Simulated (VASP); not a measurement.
Set up this calculation in VASP 6.6.1, as the native input.

| Property | Result |
| --- | --- |
| Task | single point |
| Functional | r2SCAN |
| Potentials or basis | VASP PAW PBE potentials, release 64 (Ti_sv) |
| Cutoff | 520 eV |
| k mesh | 18 × 18 × 10 |
| Occupations | gaussian, width 0.1 eV |
| Spin | no spin polarisation |
| Dipole correction | no |
| Further INCAR settings | ALGO = Normal; EDIFF = 1e-06; NBANDS = 19 |

Ti:

```
Ti
1.0
     2.87527    0.00000    0.00000
    -1.43763    2.49005    0.00000
     0.00000    0.00000    4.54337
Ti
2
Direct
  0.33333 0.66667 0.25000
  0.66667 0.33333 0.75000
```

The input as run:

POSCAR

```
Ti
1.0
    2.8752677167      0.0000000000      0.0000000000
   -1.4376338584      2.4900548853      0.0000000000
    0.0000000000      0.0000000000      4.5433680371
Ti
2
Direct
    0.3333333333      0.6666666667      0.2500000000
    0.6666666667      0.3333333333      0.7500000000
```

INCAR.step1

```
SYSTEM = Ti
  PREC = Accurate
  ENCUT = 520
  ISMEAR = 0
  SIGMA = 0.1
  LREAL = .False.
  LASPH = .True.
  NELM = 60
  NBANDS = 19
  GGA = PE
  ALGO = Normal
  EDIFF = 1E-4
  LWAVE = .True.
  LCHARG = .False.
```

INCAR.step2

```
SYSTEM = Ti
  PREC = Accurate
  ENCUT = 520
  EDIFF = 1E-6
  ISMEAR = 0
  SIGMA = 0.1
  LREAL = .False.
  LASPH = .True.
  NELM = 60
  ALGO = Normal
  ISIF = 2
  LWAVE = .False.
  LCHARG = .False.
  METAGGA = R2SCAN
  LMIXTAU = .True.
  NBANDS = 19
  ISTART = 1
```

KPOINTS

```
Automatic mesh
0
Gamma
  18 18 10
  0 0 0
```

Potentials or basis: VASP PAW PBE potentials, release 64 (Ti_sv).

The run is started by

```sh
$ cat potpaw_PBE.64/Ti_sv/POTCAR > POTCAR
$ cp INCAR.step1 INCAR
$ mpirun -np 1 vasp_std > vasp.out
$ cp INCAR.step2 INCAR
$ mpirun -np 1 vasp_std > vasp.out
```

Results of the run:

| Quantity | Value |
| --- | --- |
| Pressure | 8.5 GPa |
| Band gap on the k mesh | zero (bands 12 and 13 overlap by 1.28 eV) |

Caveat: the cell stands under pressure; the PAW data sets were made with another functional, which shifts forces and pressure a little.

Wall time 7.9 min on 1 thread of AMD EPYC 7R13 Processor (Zen 3), on a shared host, peak memory 0.21 GiB.
